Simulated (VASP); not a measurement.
# BeSi (L10 type) (P4/mmm) in VASP: further runs

BeSi (L10 type) is run at these levels: PBE; tasks: single point.

Program: VASP 6.6.1. These are calculated values, not measurements. Logs are shortened: lines on timing, memory, paths and dates and some standing lists are left out, and cuts for length are marked.

## (1) The cell of the first run

It takes space group P4/mmm (No. 123, tetragonal). The conventional cell has a = 2.556 Å, b = 2.556 Å, c = 3.420 Å, α = 90.00°, β = 90.00°, γ = 90.00°. Be (site symmetry 4/mmm) has 8 Si at 2.49 Å and 10 Be at 2.56 to 3.61 Å within 3.7 Å. Within 3.7 Å of Si (site symmetry 4/mmm) lie 8 Be at 2.49 Å and 10 Si at 2.56 to 3.61 Å.

## (2) Single point, PBE

The input, INCAR:

```
PREC     = Accurate       # precision mode
ENCUT    = 520            # plane-wave cutoff, eV
EDIFF    = 1E-7           # SCF threshold, eV
ISMEAR   = -1             # smearing method
SIGMA    = 0.05           # smearing width, eV
LREAL    = F              # projectors in reciprocal space
LASPH    = T              # aspherical terms in the spheres
NELM     = 100            # most SCF steps
ALGO     = Normal         # electronic algorithm
ISIF     = 2              # what is computed and relaxed
LWAVE    = F              # write WAVECAR
LCHARG   = T              # write CHGCAR
GGA      = PE             # functional
LELF     = T              # ELF
LVHAR    = T            
NBANDS   = 10             # bands
```

The input, KPOINTS:

```
regular mesh
0
Gamma
  14 14 11
```

The input, POSCAR:

```
BeSi
1.0
    2.5556768585      0.0000000000      0.0000000000
    0.0000000000      2.5556768585      0.0000000000
    0.0000000000      0.0000000000      3.4196826506
Be Si
1 1
Direct
    0.0000000000      0.0000000000      0.0000000000
    0.5000000000      0.5000000000      0.5000000000
```

Potentials or basis: VASP PAW PBE potentials, release 64 (Be, Si).

Started as:

```
$ cat potpaw_PBE.64/Be/POTCAR potpaw_PBE.64/Si/POTCAR > POTCAR
$ mpirun -np 1 vasp_std > vasp.out
```

OUTCAR:

```text
PREC = Accurate
   ENCUT = 520
   EDIFF = 1E-7
   ISMEAR = -1
   LREAL = F
   LASPH = T
   NELM = 100
   ISIF = 2
   GGA = PE

 ion  position               nearest neighbor table
   1  0.000  0.000  0.000-   2 2.49   2 2.49   2 2.49   2 2.49   2 2.49   2 2.49   2 2.49   2 2.49

   2  0.500  0.500  0.500-   1 2.49   1 2.49   1 2.49   1 2.49   1 2.49   1 2.49   1 2.49   1 2.49

  LATTYP: Found a simple tetragonal cell.
 ALAT       =     2.5556768585
 C/A-ratio  =     1.3380731759

  Lattice vectors:

 A1 = (   2.5556768585,   0.0000000000,   0.0000000000)
 A2 = (   0.0000000000,   2.5556768585,   0.0000000000)
 A3 = (   0.0000000000,   0.0000000000,   3.4196826506)

Analysis of symmetry for initial positions (statically):
=====================================================================
 Subroutine PRICEL returns:
 Original cell was already a primitive cell.

 Routine SETGRP: Setting up the symmetry group for a
 simple tetragonal supercell.

 Subroutine GETGRP returns: Found 16 space group operations
 (whereof 16 operations were pure point group operations)
 out of a pool of 16 trial point group operations.

The static configuration has the point symmetry D_4h.

Analysis of symmetry for dynamics (positions and initial velocities):
=====================================================================
 Subroutine PRICEL returns:
 Original cell was already a primitive cell.

 Routine SETGRP: Setting up the symmetry group for a
 simple tetragonal supercell.

 Subroutine GETGRP returns: Found 16 space group operations
 (whereof 16 operations were pure point group operations)
 out of a pool of 16 trial point group operations.

The dynamic configuration has the point symmetry D_4h.

 Subroutine INISYM returns: Found 16 space group operations
 (whereof 16 operations are pure point group operations),
 and found     1 'primitive' translations

----------------------------------------------------------------------------------------

                                     Primitive cell

  volume of cell :      22.3356

  direct lattice vectors                    reciprocal lattice vectors
     2.555676859  0.000000000  0.000000000     0.391285775  0.000000000  0.000000000
     0.000000000  2.555676859  0.000000000     0.000000000  0.391285775  0.000000000
     0.000000000  0.000000000  3.419682651     0.000000000  0.000000000  0.292424796

  length of vectors
     2.555676859  2.555676859  3.419682651     0.391285775  0.391285775  0.292424796

  position of ions in fractional coordinates (direct lattice)
     0.000000000  0.000000000  0.000000000
     0.500000000  0.500000000  0.500000000

  ion indices of the primitive-cell ions
   primitive index   ion index
                 1           1
                 2           2

----------------------------------------------------------------------------------------

 KPOINTS: regular mesh

Automatic generation of k-mesh.
 Grid dimensions read from file:
 generate k-points for:   14   14   11

 Generating k-lattice:

  Cartesian coordinates                     Fractional coordinates (reciprocal lattice)
     0.027948984  0.000000000  0.000000000     0.071428571  0.000000000  0.000000000
     0.000000000  0.027948984  0.000000000     0.000000000  0.071428571  0.000000000
     0.000000000  0.000000000  0.026584072     0.000000000  0.000000000  0.090909091

  Length of vectors
     0.027948984  0.027948984  0.026584072

  Shift w.r.t. Gamma in fractional coordinates (k-lattice)
     0.000000000  0.000000000  0.000000000

 Subroutine IBZKPT returns following result:
 ===========================================

 Found    216 irreducible k-points:

 Following reciprocal coordinates:
            Coordinates               Weight
  0.000000  0.000000  0.000000      1.000000
  0.071429  0.000000  0.000000      4.000000
  0.142857  0.000000  0.000000      4.000000
  0.214286  0.000000  0.000000      4.000000
  0.285714  0.000000  0.000000      4.000000
  0.357143  0.000000  0.000000      4.000000
[... 16 lines left out ...]
  0.285714  0.214286  0.000000      8.000000
  0.357143  0.214286  0.000000      8.000000
 [... further k-points ...]
   k-points           NKPTS =    216   k-points in BZ     NKDIM =    216   number of bands    NBANDS=     10
   number of dos      NEDOS =    301   number of ions     NIONS =      2
   total plane-waves  NPLWV =  11200
   dimension x,y,z NGX =    20 NGY =   20 NGZ =   28
   dimension x,y,z NGXF=    40 NGYF=   40 NGZF=   56
   ions per type =               1   1
   NGX,Y,Z   is equivalent  to a cutoff of  13.01, 13.01, 13.61 a.u.
   NGXF,Y,Z  is equivalent  to a cutoff of  26.02, 26.02, 27.22 a.u.
 SYSTEM =  unknown system
   PREC   = accura    normal or accurate (medium, high low for compatibility)
   ISTART =      0    job   : 0-new  1-cont  2-samecut
   ICHARG =      2    charge: 1-file 2-atom 10-const
   ISPIN  =      1    spin polarized calculation?
   LNONCOLLINEAR =      F non collinear calculations
   LSORBIT =      F    spin-orbit coupling
   LASPH  =      T    aspherical Exc in radial PAW
   ENCUT  =  520.0 eV  38.22 Ry    6.18 a.u.   4.75  4.75  6.36*2*pi/ulx,y,z
   NELM   =    100;   NELMIN=  2; NELMDL= -5     # of ELM steps
   EDIFF  = 0.1E-06   stopping-criterion for ELM
   LREAL  =      F    real-space projection
   EDIFFG = 0.1E-05   stopping-criterion for IOM
   NSW    =      0    number of steps for IOM
   IBRION =     -1    ionic relax: 0-MD 1-quasi-New 2-CG
   NFREE  =      0    steps in history (QN), initial steepest desc. (CG)
   ISIF   =      2    stress and relaxation
   ISYM   =      2    0-nonsym 1-usesym 2-fastsym
   POTIM  = 0.5000    time-step for ionic-motion
   TEBEG  =    0.0;   TEEND  =   0.0 temperature during run
   PSTRESS=    0.0 pullay stress
   NELECT =       6.0000    total number of electrons
   NUPDOWN=      -1.0000    fix difference up-down
   EMIN   =  10.00;   EMAX   =-10.00  energy-range for DOS
   EFERMI =   0.00;   METHOD = LEGACY
   ISMEAR =    -1;   SIGMA  =   0.05  broadening in eV -4-tet -1-fermi 0-gaus
   EFERMI_NEDOS =   21; number of points for ismear=-14 and -15
   IALGO  =     38    algorithm
   IMIX   =      4    mixing-type and parameters
     AMIX     =   0.40;   BMIX     =  1.00
     AMIX_MAG =   1.60;   BMIX_MAG =  1.00
  volume/ion in A,a.u.               =      11.17        75.36
  Fermi-wavevector in a.u.,A,eV,Ry     =   1.056313  1.996142 15.181346  1.115797
  Thomas-Fermi vector in A             =   2.191544
   LORBIT       =      0    0 simple, 1 ext, 2 COOP (PROOUT), +10 PAW based schemes
   GGA     = PE    functional components
   LHFCALC =     F    Hartree Fock is set to
   AEXX    =    0.0000 exact exchange contribution
   IVDW    =     0    specifies the selected vdW correction
   LEPSILON=     F    determine dielectric tensor
   LRPA    =     F    only Hartree local field effects (RPA)
 non-spin polarized calculation
  energy-cutoff  :      520.00
  volume of cell :       22.34
 maximum number of plane-waves:       617
 NGX is ok and might be reduce to    20
   NGX =  9   NGY =  9   NGZ = 13

 number of electron       6.0000000 magnetization

 Free energy of the ion-electron system (eV)
  ---------------------------------------------------
  ext. energy  EPLUGINS =         0.00000000
  ---------------------------------------------------
  free energy    TOTEN  =        -8.41239419 eV

  energy without entropy =       -8.40734313  energy(sigma->0) =       -8.40986866

 E-fermi :   9.3028     XC(G=0): -10.9799

 val. band max:        9.2935387162   @ k =   0.3571   0.2143   0.4545
 cond. band min:       9.3135658773   @ k =   0.5000   0.3571   0.1818
 fundamental gap:      0.0200271612
 Fermi energy:         9.3027685085

 k-point     1 :       0.0000    0.0000    0.0000
  band No.  band energies     occupation
      1      -4.6363      2.00000
      2       5.6916      2.00000
      3       9.3870      0.31289
      4      14.3553      0.00000
      5      14.3553      0.00000
      6      15.7698      0.00000
      7      20.9380      0.00000
      8      23.9455      0.00000
      9      24.1091      0.00000
     10      24.1091      0.00000

 k-point     2 :       0.0714    0.0000    0.0000
  band No.  band energies     occupation
      1      -4.5294      2.00000
      2       5.7997      2.00000
      3       9.4349      0.13299
      4      12.7278      0.00000
      5      14.4553      0.00000
      6      17.0754      0.00000
      7      21.3985      0.00000
      8      22.8147      0.00000
      9      23.5648      0.00000
     10      24.1164      0.00000

 k-point     3 :       0.1429    0.0000    0.0000
  band No.  band energies     occupation
      1      -4.2094      2.00000
      2       6.1239      2.00000
      3       9.3491      0.56714
      4      10.8130      0.00000
      5      14.7547      0.00000
      6      18.2486      0.00000
      7      20.7194      0.00000
      8      21.5297      0.00000
      9      23.7772      0.00000
     10      24.0890      0.00000

 k-point     4 :       0.2143    0.0000    0.0000
  band No.  band energies     occupation
      1      -3.6787      2.00000
      2       6.6640      2.00000
      3       7.8691      2.00000
      4      10.5085      0.00000
      5      15.2514      0.00000
      6      18.4961      0.00000
      7      18.9370      0.00000
      8      20.2948      0.00000
      9      23.8486      0.00000
     10      25.9786      0.00000
[... 222 lines left out ...]
 k-point    22 :       0.2143    0.2143    0.0000
  band No.  band energies     occupation
      1      -2.7218      2.00000
      2       7.6354      2.00000
      3       8.0211      2.00000
      4       9.5986      0.00538
      5      12.0635      0.00000
      6      18.5194      0.00000
      7      18.9790      0.00000
      8      20.3448      0.00000
      9      20.9108      0.00000
     10      24.3803      0.00000

 k-point    23 :       0.2857    0.2143    0.0000
  band No.  band energies     occupation
      1      -1.9855      2.00000
      2       6.5756      2.00000
      3       8.3896      2.00000
      4       9.9356      0.00001
      5      12.3534      0.00000
      6      17.0953      0.00000
      7      18.1350      0.00000
      8      18.5548      0.00000
      9      20.8592      0.00000
     10      24.1189      0.00000

 k-point    24 :       0.3571    0.2143    0.0000
  band No.  band energies     occupation
      1      -1.0538      2.00000
      2       4.8259      2.00000
      3       9.3571      0.50453
      4      10.8102      0.00000
      5      12.8910      0.00000
      6      15.2588      0.00000
      7      16.6435      0.00000
      8      17.2559      0.00000
      9      21.6116      0.00000
     10      24.3468      0.00000

 [... further k-points ...]

------------------------ aborting loop because EDIFF is reached ----------------------------------------

  FORCE on cell =-STRESS in cart. coord.  units (eV):
  Direction    XX          YY          ZZ          XY          YZ          ZX
  --------------------------------------------------------------------------------------
  -------------------------------------------------------------------------------------
  Total       -0.0039885     -0.0039885     -0.0035565      0.0000000      0.0000000     -0.0000000
  in kB       -0.2861006     -0.2861006     -0.2551147      0.0000000      0.0000000     -0.0000000
  external PRESSURE =      -0.2757720 kB  Pullay stress =       0.0000000 kB

 VOLUME and BASIS-vectors are now :
 -----------------------------------------------------------------------------
  energy-cutoff  :      520.00
  volume of cell :       22.34
      direct lattice vectors                 reciprocal lattice vectors
     2.555676859  0.000000000  0.000000000     0.391285775  0.000000000  0.000000000
     0.000000000  2.555676859  0.000000000     0.000000000  0.391285775  0.000000000
     0.000000000  0.000000000  3.419682651     0.000000000  0.000000000  0.292424796

 POSITION                                       TOTAL-FORCE (eV/Angst)
 -----------------------------------------------------------------------------------
      0.00000      0.00000      0.00000         0.000000      0.000000      0.000000
      1.27784      1.27784      1.70984         0.000000      0.000000      0.000000
 -----------------------------------------------------------------------------------
    total drift:                                0.000000     -0.000000     -0.000000

  FREE ENERGIE OF THE ION-ELECTRON SYSTEM (eV)
  ---------------------------------------------------
  free  energy   TOTEN  =        -8.4123941941 eV

  energy  without entropy=       -8.4073431281  energy(sigma->0) =       -8.40986866
```

Run time: 56 s. Hardware: 1 thread of Intel Xeon 8259CL, shared host; peak memory 0.16 GiB.

Results:

```
Free energy            : -8.4124 eV
Pressure               : 0.0 GPa
Band gap on the k mesh : zero (bands 3 and 4 overlap by 9.89 eV)
```

## (3) Single point, PBE (z stretched by +3 % at fixed volume)

The input, INCAR:

```
  PREC = Accurate
  ENCUT = 520
  EDIFF = 1E-7
  ISMEAR = -1
  SIGMA = 0.05
  LREAL = F
  LASPH = T
  NELM = 80
  ALGO = Normal
  ISIF = 2
  LWAVE = F
  LCHARG = F
  GGA = PE
  NBANDS = 10
```

The input, KPOINTS:

```
Automatic mesh
0
Gamma
  14 14 11
```

The input, POSCAR:

```
BeSi
1.0
    2.5181832343      0.0000000000      0.0000000000
    0.0000000000      2.5181832343      0.0000000000
    0.0000000000      0.0000000000      3.5222731301
Be Si
1 1
Direct
    0.0000000000      0.0000000000      0.0000000000
    0.5000000000      0.5000000000      0.5000000000
```

Potentials or basis: VASP PAW PBE potentials, release 64 (Be, Si).

Started as:

```
$ cat potpaw_PBE.64/Be/POTCAR potpaw_PBE.64/Si/POTCAR > POTCAR
$ mpirun -np 1 vasp_std > vasp.out
```

Run time: 62 s. Hardware: 1 thread of Intel Xeon 8259CL, shared host; peak memory 0.16 GiB.

It converged, with:

* Free energy: -8.4012 eV
* Pressure: -0.5 GPa
* Band gap on the k mesh: zero (bands 3 and 4 overlap by 10.28 eV)

Stress tensor (GPa, compression positive):
```
 1.44  0.00  0.00
 0.00  1.44  0.00
 0.00  0.00 -4.41
```

Levels at points of the mesh, in eV from the Fermi level:
```
           k point  band 1  band 2  band 3  band 4  band 5  band 6  band 7
(0.00, 0.00, 0.00)  -14.02   -4.20   -0.66    5.64    5.64    6.74   12.22
(0.50, 0.00, 0.00)   -9.30   -7.93    1.15    1.36    2.80    5.59    9.98
(0.50, 0.50, 0.00)   -4.53   -4.53   -2.71   -0.63    5.62    6.04    6.06
```

## (4) Single point, PBE (z stretched by -1 % at fixed volume)

The input, INCAR:

```
SYSTEM = BeSi
  PREC = Accurate
  ENCUT = 520
  EDIFF = 1E-6
  ISMEAR = -1
  SIGMA = 0.05
  LREAL = .FALSE.
  LASPH = .TRUE.
  NELM = 80
  ALGO = Normal
  ISIF = 2
  LWAVE = .FALSE.
  LCHARG = .FALSE.
  GGA = PE
  NBANDS = 10
```

The input, KPOINTS:

```
Automatic mesh
0
G
  14 14 11
  0 0 0
```

The input, POSCAR:

```
BeSi
1.0
    2.5685518865      0.0000000000      0.0000000000
    0.0000000000      2.5685518865      0.0000000000
    0.0000000000      0.0000000000      3.3854858241
Be Si
1 1
Direct
    0.0000000000      0.0000000000      0.0000000000
    0.5000000000      0.5000000000      0.5000000000
```

Started as:

```
$ cat potpaw_PBE.64/Be/POTCAR potpaw_PBE.64/Si/POTCAR > POTCAR
$ mpirun -np 1 vasp_std > vasp.out
```

Run time: 55 s. Hardware: 1 thread of Intel Xeon 8259CL, shared host; peak memory 0.17 GiB.

Results (log left out):

| Property | Result |
| --- | --- |
| Free energy | -8.4101 eV |
| Pressure | 0.2 GPa |
| Band gap on the k mesh | zero (bands 3 and 4 overlap by 9.73 eV) |

Stress tensor (GPa, compression positive):
```
-0.92  0.00  0.00
 0.00 -0.92  0.00
 0.00  0.00  2.51
```

Levels at points of the mesh, in eV from the Fermi level:
```tsv
k point	band 1	band 2	band 3	band 4	band 5	band 6	band 7	band 8
(0.00, 0.00, 0.00)	-13.91	-3.40	0.34	4.86	4.86	6.37	11.44	14.63
(0.50, 0.00, 0.00)	-9.47	-7.96	1.70	1.94	3.66	6.47	9.14	10.12
(0.50, 0.50, 0.00)	-4.78	-4.78	-3.25	-0.87	5.90	6.28	6.84	6.84
```

## (5) Summary

```tsv
cell	gap on the mesh (eV)	pressure (GPa)
a = 2.556, b = 2.556, c = 3.420 Å, 2 atoms	none	0.0
a = 2.518, b = 2.518, c = 3.522 Å, 2 atoms	none	-0.5
a = 2.569, b = 2.569, c = 3.385 Å, 2 atoms	none	0.2
```

Alike in all rows: task single point; level PBE; potentials or basis VASP PAW PBE potentials, release 64 (Be, Si); no spin polarisation; k mesh 14 × 14 × 11; cutoff (eV) 520; smearing fermi-dirac 0.05 eV.

Absolute energies hang on the potentials; compare differences alone.
